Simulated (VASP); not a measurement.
Y, 2 atoms in the cell. It takes space group Fd-3m (No. 227, cubic). The conventional cell has a = 5.874 Å, b = 5.874 Å, c = 5.874 Å, α = 90.00°, β = 90.00°, γ = 90.00°. Within 3.4 Å of Y (site symmetry -43m) lie 4 Y at 2.54 Å. This isn't the form of Y at room conditions, which is hcp.

- Program: VASP 6.6.1
- Task: single point
- Functional: r2SCAN
- Dispersion: D3(BJ)
- Potentials or basis: VASP PAW PBE potentials, release 64 (Y_sv)
- Cutoff: 550 eV
- k mesh: 6 × 6 × 6
- Occupations: fermi-dirac, width 0.05 eV
- Spin: no spin polarisation
- Dipole correction: no
- Further INCAR settings: ALGO = Normal; EDIFF = 1e-06; NBANDS = 18

Potentials or basis: VASP PAW PBE potentials, release 64 (Y_sv).

The run is started by

```bash
$ cat potpaw_PBE.64/Y_sv/POTCAR > POTCAR
$ cp INCAR.step1 INCAR
$ mpirun -np 1 vasp_std > vasp.out
$ cp INCAR.step2 INCAR
$ mpirun -np 1 vasp_std > vasp.out
```

Hardware: 1 thread of Intel(R) Xeon(R) 6975P-C (Granite Rapids), with other jobs on the host.

Estimate the wall time of this run.

Run time: 30 s on 1 thread of Intel(R) Xeon(R) 6975P-C (Granite Rapids), with other jobs on the host, peak memory 0.2 GiB. Counts: k points 16.
